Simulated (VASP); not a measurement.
# KCl (F-43m) in VASP: a series of runs

Aim: see how the results for KCl move with the level of theory and the settings. Levels: PBE, r2SCAN. Tasks: single point.

Program: VASP 6.6.1. These are calculated values, not measurements. Logs are shortened: lines on timing, memory, paths and dates and some standing lists are left out, and cuts for length are marked.

### Step 1. The cell of the first run

The structure is cubic, space group F-43m (No. 216). Conventional cell: a = 6.996 Å, b = 6.996 Å, c = 6.996 Å, α = 90.00°, β = 90.00°, γ = 90.00°. K (site symmetry -43m) has 4 Cl at 3.03 Å within 4.0 Å. Cl (site symmetry -43m) has 4 K at 3.03 Å within 4.0 Å.

### Step 2. Single point, PBE (volume changed by -3%)

INCAR reads:

```
SYSTEM = KCl
ALGO = Normal
EDIFF = 1E-7
ENCUT = 520
GGA = PE
ISIF = 2
ISMEAR = 0
LASPH = .TRUE.
LCHARG = .TRUE.
LELF = .TRUE.
LREAL = .FALSE.
LVHAR = .TRUE.
LWAVE = .FALSE.
NBANDS = 15
NELM = 80
PREC = Accurate
SIGMA = 0.01
```

KPOINTS reads:

```
k-points
0
G
  6 6 6
  0 0 0
```

POSCAR reads:

```
KCl
1.0
    0.0000000000      3.4980240954      3.4980240954
    3.4980240954      0.0000000000      3.4980240954
    3.4980240954      3.4980240954      0.0000000000
K Cl
1 1
Direct
    0.0000000000      0.0000000000      0.0000000000
    0.2500000000      0.2500000000      0.2500000000
```

Potentials or basis: VASP PAW PBE potentials, release 64 (K_sv, Cl).

Started as:

```
cat potpaw_PBE.64/K_sv/POTCAR potpaw_PBE.64/Cl/POTCAR > POTCAR
mpirun -np 1 vasp_std > vasp.out
```

OUTCAR:

```text
SYSTEM = KCl
   EDIFF = 1E-7
   ENCUT = 520
   GGA = PE
   ISIF = 2
   ISMEAR = 0
   LASPH = .TRUE.
   LREAL = .FALSE.
   NELM = 80
   PREC = Accurate

 ion  position               nearest neighbor table
   1  0.000  0.000  0.000-   2 3.03   2 3.03   2 3.03   2 3.03
   2  0.250  0.250  0.250-   1 3.03   1 3.03   1 3.03   1 3.03

  LATTYP: Found a face centered cubic cell.
 ALAT       =     6.9960481908

  Lattice vectors:

 A1 = (   0.0000000000,   3.4980240954,   3.4980240954)
 A2 = (   3.4980240954,   0.0000000000,   3.4980240954)
 A3 = (   3.4980240954,   3.4980240954,   0.0000000000)

Analysis of symmetry for initial positions (statically):
=====================================================================
 Subroutine PRICEL returns:
 Original cell was already a primitive cell.

 Routine SETGRP: Setting up the symmetry group for a
 face centered cubic supercell.

 Subroutine GETGRP returns: Found 24 space group operations
 (whereof 24 operations were pure point group operations)
 out of a pool of 48 trial point group operations.

The static configuration has the point symmetry T_d .

Analysis of symmetry for dynamics (positions and initial velocities):
=====================================================================
 Subroutine PRICEL returns:
 Original cell was already a primitive cell.

 Routine SETGRP: Setting up the symmetry group for a
 face centered cubic supercell.

 Subroutine GETGRP returns: Found 24 space group operations
 (whereof 24 operations were pure point group operations)
 out of a pool of 48 trial point group operations.

The dynamic configuration has the point symmetry T_d .

 Subroutine INISYM returns: Found 24 space group operations
 (whereof 24 operations are pure point group operations),
 and found     1 'primitive' translations

----------------------------------------------------------------------------------------

                                     Primitive cell

  volume of cell :      85.6049

  direct lattice vectors                    reciprocal lattice vectors
     0.000000000  3.498024095  3.498024095    -0.142937838  0.142937838  0.142937838
     3.498024095  0.000000000  3.498024095     0.142937838 -0.142937838  0.142937838
     3.498024095  3.498024095  0.000000000     0.142937838  0.142937838 -0.142937838

  length of vectors
     4.946953117  4.946953117  4.946953117     0.247575597  0.247575597  0.247575597

  position of ions in fractional coordinates (direct lattice)
     0.000000000  0.000000000  0.000000000
     0.250000000  0.250000000  0.250000000

  ion indices of the primitive-cell ions
   primitive index   ion index
                 1           1
                 2           2

----------------------------------------------------------------------------------------

 KPOINTS: k-points

Automatic generation of k-mesh.
 Grid dimensions read from file:
 generate k-points for:    6    6    6

 Generating k-lattice:

  Cartesian coordinates                     Fractional coordinates (reciprocal lattice)
    -0.023822973  0.023822973  0.023822973     0.166666667  0.000000000  0.000000000
     0.023822973 -0.023822973  0.023822973     0.000000000  0.166666667  0.000000000
     0.023822973  0.023822973 -0.023822973     0.000000000  0.000000000  0.166666667

  Length of vectors
     0.041262600  0.041262600  0.041262600

  Shift w.r.t. Gamma in fractional coordinates (k-lattice)
     0.000000000  0.000000000  0.000000000

 Subroutine IBZKPT returns following result:
 ===========================================

 Found     16 irreducible k-points:

 Following reciprocal coordinates:
            Coordinates               Weight
  0.000000  0.000000  0.000000      1.000000
  0.166667  0.000000  0.000000      8.000000
  0.333333  0.000000  0.000000      8.000000
  0.500000  0.000000  0.000000      4.000000
  0.166667  0.166667  0.000000      6.000000
  0.333333  0.166667  0.000000     24.000000
[... 8 lines left out ...]
 -0.333333  0.333333  0.166667     24.000000
 -0.333333  0.500000  0.166667     12.000000
   k-points           NKPTS =     16   k-points in BZ     NKDIM =     16   number of bands    NBANDS=     15
   number of dos      NEDOS =    301   number of ions     NIONS =      2
   total plane-waves  NPLWV =  64000
   dimension x,y,z NGX =    40 NGY =   40 NGZ =   40
   dimension x,y,z NGXF=    80 NGYF=   80 NGZF=   80
   ions per type =               1   1
   NGX,Y,Z   is equivalent  to a cutoff of  13.44, 13.44, 13.44 a.u.
   NGXF,Y,Z  is equivalent  to a cutoff of  26.88, 26.88, 26.88 a.u.
 SYSTEM =  KCl
   PREC   = accura    normal or accurate (medium, high low for compatibility)
   ISTART =      0    job   : 0-new  1-cont  2-samecut
   ICHARG =      2    charge: 1-file 2-atom 10-const
   ISPIN  =      1    spin polarized calculation?
   LNONCOLLINEAR =      F non collinear calculations
   LSORBIT =      F    spin-orbit coupling
   LASPH  =      T    aspherical Exc in radial PAW
   ENCUT  =  520.0 eV  38.22 Ry    6.18 a.u.   9.20  9.20  9.20*2*pi/ulx,y,z
   NELM   =     80;   NELMIN=  2; NELMDL= -5     # of ELM steps
   EDIFF  = 0.1E-06   stopping-criterion for ELM
   LREAL  =      F    real-space projection
   EDIFFG = 0.1E-05   stopping-criterion for IOM
   NSW    =      0    number of steps for IOM
   IBRION =     -1    ionic relax: 0-MD 1-quasi-New 2-CG
   NFREE  =      0    steps in history (QN), initial steepest desc. (CG)
   ISIF   =      2    stress and relaxation
   ISYM   =      2    0-nonsym 1-usesym 2-fastsym
   POTIM  = 0.5000    time-step for ionic-motion
   TEBEG  =    0.0;   TEEND  =   0.0 temperature during run
   PSTRESS=    0.0 pullay stress
   NELECT =      16.0000    total number of electrons
   NUPDOWN=      -1.0000    fix difference up-down
   EMIN   =  10.00;   EMAX   =-10.00  energy-range for DOS
   EFERMI =   0.00;   METHOD = LEGACY
   ISMEAR =     0;   SIGMA  =   0.01  broadening in eV -4-tet -1-fermi 0-gaus
   EFERMI_NEDOS =   21; number of points for ismear=-14 and -15
   IALGO  =     38    algorithm
   IMIX   =      4    mixing-type and parameters
     AMIX     =   0.40;   BMIX     =  1.00
     AMIX_MAG =   1.60;   BMIX_MAG =  1.00
  volume/ion in A,a.u.               =      42.80       288.85
  Fermi-wavevector in a.u.,A,eV,Ry     =   0.936013  1.768809 11.920349  0.876121
  Thomas-Fermi vector in A             =   2.062979
   LORBIT       =      0    0 simple, 1 ext, 2 COOP (PROOUT), +10 PAW based schemes
   GGA     = PE    functional components
   LHFCALC =     F    Hartree Fock is set to
   AEXX    =    0.0000 exact exchange contribution
   IVDW    =     0    specifies the selected vdW correction
   LEPSILON=     F    determine dielectric tensor
   LRPA    =     F    only Hartree local field effects (RPA)
 non-spin polarized calculation
 Gauss-broadening in eV      SIGMA  =   0.01
  energy-cutoff  :      520.00
  volume of cell :       85.60
 maximum number of plane-waves:      2332
 NGX is ok and might be reduce to    40
   NGX = 19   NGY = 19   NGZ = 19

 number of electron      16.0000001 magnetization

 Free energy of the ion-electron system (eV)
  ---------------------------------------------------
  ext. energy  EPLUGINS =         0.00000000
  ---------------------------------------------------
  free energy    TOTEN  =        -6.61702170 eV

  energy without entropy =       -6.61702170  energy(sigma->0) =       -6.61702170

 E-fermi :  -3.0823     XC(G=0):  -6.1445

 val. band max:       -3.1903020272   @ k =   0.5000   0.5000   0.0000
 cond. band min:       1.6000434896   @ k =   0.0000   0.0000   0.0000
 fundamental gap:      4.7903455168
 Fermi energy:        -3.0823433377

 k-point     1 :       0.0000    0.0000    0.0000
  band No.  band energies     occupation
      1     -30.4125      2.00000
      2     -14.9399      2.00000
      3     -13.9096      2.00000
      4     -13.9096      2.00000
      5     -13.9096      2.00000
      6      -3.2314      2.00000
      7      -3.2314      2.00000
      8      -3.2314      2.00000
      9       1.6000      0.00000
     10       6.1924      0.00000
     11       6.1924      0.00000
     12       7.2009      0.00000
     13       7.2009      0.00000
     14       7.2009      0.00000
     15       8.2850      0.00000

 k-point     2 :       0.1667    0.0000    0.0000
  band No.  band energies     occupation
      1     -30.4117      2.00000
      2     -14.9936      2.00000
      3     -13.9123      2.00000
      4     -13.9123      2.00000
      5     -13.8509      2.00000
      6      -3.3272      2.00000
      7      -3.2234      2.00000
      8      -3.2234      2.00000
      9       2.0332      0.00000
     10       5.9254      0.00000
     11       5.9254      0.00000
     12       6.8600      0.00000
     13       7.4566      0.00000
     14       7.5981      0.00000
     15       7.5981      0.00000

 k-point     3 :       0.3333    0.0000    0.0000
  band No.  band energies     occupation
      1     -30.4102      2.00000
      2     -15.0861      2.00000
      3     -13.9177      2.00000
      4     -13.9177      2.00000
      5     -13.7490      2.00000
      6      -3.4774      2.00000
      7      -3.2082      2.00000
      8      -3.2082      2.00000
      9       3.0327      0.00000
     10       5.5024      0.00000
     11       5.7633      0.00000
     12       5.7633      0.00000
     13       7.3572      0.00000
     14       7.4611      0.00000
     15       7.4611      0.00000
[... 199 lines left out ...]
 k-point    15 :      -0.3333    0.3333    0.1667
  band No.  band energies     occupation
      1     -30.4086      2.00000
      2     -15.1610      2.00000
      3     -13.9465      2.00000
      4     -13.9303      2.00000
      5     -13.6343      2.00000
      6      -3.4451      2.00000
      7      -3.3409      2.00000
      8      -3.1950      2.00000
      9       3.7961      0.00000
     10       4.5512      0.00000
     11       5.8908      0.00000
     12       6.2633      0.00000
     13       7.3650      0.00000
     14       7.6471      0.00000
     15       8.0174      0.00000

 k-point    16 :      -0.3333    0.5000    0.1667
  band No.  band energies     occupation
      1     -30.4084      2.00000
      2     -15.1729      2.00000
      3     -13.9446      2.00000
      4     -13.9363      2.00000
      5     -13.6183      2.00000
      6      -3.5037      2.00000
      7      -3.2916      2.00000
      8      -3.1939      2.00000
      9       3.6468      0.00000
     10       4.5055      0.00000
     11       6.6482      0.00000
     12       6.7751      0.00000
     13       6.9079      0.00000
     14       7.3050      0.00000
     15       7.9064      0.00000

------------------------ aborting loop because EDIFF is reached ----------------------------------------

  FORCE on cell =-STRESS in cart. coord.  units (eV):
  Direction    XX          YY          ZZ          XY          YZ          ZX
  --------------------------------------------------------------------------------------
  -------------------------------------------------------------------------------------
  Total        0.2105926      0.2105926      0.2105926      0.0000000      0.0000000      0.0000000
  in kB        3.9414442      3.9414442      3.9414442      0.0000000      0.0000000      0.0000000
  external PRESSURE =       3.9414442 kB  Pullay stress =       0.0000000 kB

 VOLUME and BASIS-vectors are now :
 -----------------------------------------------------------------------------
  energy-cutoff  :      520.00
  volume of cell :       85.60
      direct lattice vectors                 reciprocal lattice vectors
     0.000000000  3.498024095  3.498024095    -0.142937838  0.142937838  0.142937838
     3.498024095  0.000000000  3.498024095     0.142937838 -0.142937838  0.142937838
     3.498024095  3.498024095  0.000000000     0.142937838  0.142937838 -0.142937838

 POSITION                                       TOTAL-FORCE (eV/Angst)
 -----------------------------------------------------------------------------------
      0.00000      0.00000      0.00000         0.000000      0.000000      0.000000
      1.74901      1.74901      1.74901        -0.000000     -0.000000     -0.000000
 -----------------------------------------------------------------------------------
    total drift:                               -0.000000     -0.000000     -0.000000

  FREE ENERGIE OF THE ION-ELECTRON SYSTEM (eV)
  ---------------------------------------------------
  free  energy   TOTEN  =        -6.6170216985 eV

  energy  without entropy=       -6.6170216985  energy(sigma->0) =       -6.61702170
```

Wall time 22 s (1 thread of Intel Xeon Platinum 8559C (Emerald Rapids), shared host); peak memory 0.23 GiB.

What came out:

```yaml
Free_energy: -6.6170 eV
Pressure: 0.4 GPa
Band_gap_on_the_k_mesh: 4.79 eV, indirect (least direct gap 4.83 eV)
```

Levels at points of the mesh, in eV from the valence-band top:
```csv
k point,band 4,band 5,band 6,band 7,band 8,band 9,band 10,band 11,band 12,band 13
"(0.00, 0.00, 0.00)",-10.72,-10.72,-0.04,-0.04,-0.04,4.79,9.38,9.38,10.39,10.39
"(0.50, 0.00, 0.00)",-10.73,-10.51,-0.35,-0.01,-0.01,7.30,7.44,8.97,8.97,10.43
"(0.50, 0.50, 0.00)",-10.75,-10.43,-0.41,0.00,0.00,6.69,7.70,9.92,10.31,10.31
```

 A k mesh can miss the band edges.

[end of part 1 of 2]
